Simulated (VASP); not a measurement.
Runs of VASP 6.6.1 on ZnS. The structure is that of space group I-4m2 (No. 119), or close to it. The cells are those of the table. 

```tsv
cell	gap on the mesh (eV)	pressure (GPa)
a = 3.837, b = 3.837, c = 3.519 Å, angles 62.7, 62.7, 54.6°, 2 atoms	2.12	9.0
a = 3.902, b = 3.902, c = 3.978 Å, angles 59.4, 59.4, 61.3°, 2 atoms	1.68	-3.5
a = 3.675, b = 3.675, c = 3.825 Å, angles 58.6, 58.6, 62.7°, 2 atoms	2.29	8.9
a = 4.055, b = 4.055, c = 4.131 Å, angles 59.4, 59.4, 61.2°, 2 atoms	1.23	-8.2
a = 3.981, b = 3.981, c = 4.131 Å, angles 58.7, 58.7, 62.5°, 2 atoms	1.30	-6.9
a = 3.749, b = 3.749, c = 3.825 Å, angles 59.3, 59.3, 61.3°, 2 atoms	2.19	4.9
a = 3.755, b = 3.755, c = 3.978 Å, angles 58.0, 58.0, 64.0°, 2 atoms	1.86	1.5
a = 3.837, b = 3.837, c = 4.131 Å, angles 57.4, 57.4, 65.1°, 2 atoms	(c)	-3.6
a = 3.675, b = 3.675, c = 3.519 Å, angles 61.4, 61.4, 57.2°, 2 atoms	2.70	19.4
a = 3.828, b = 3.828, c = 3.978 Å, angles 58.7, 58.7, 62.6°, 2 atoms	(a)	(d)
a = 3.596, b = 3.596, c = 3.672 Å, angles 59.3, 59.3, 61.4°, 2 atoms	2.71	19.4
a = 3.908, b = 3.908, c = 3.672 Å, angles 62.0, 62.0, 56.0°, 2 atoms	(b)	1.6
```

Alike in all rows: task single point; level PBE; potentials or basis VASP PAW PBE potentials, release 64 (Zn, S); no spin polarisation; k mesh 10 × 10 × 10; cutoff (eV) 520; smearing gaussian 0.05 eV.

Question: Fill in the values left out.

Answer: (a) 1.77; (b) 1.89; (c) 1.47; (d) -1.2.

A k mesh can miss the band edges.
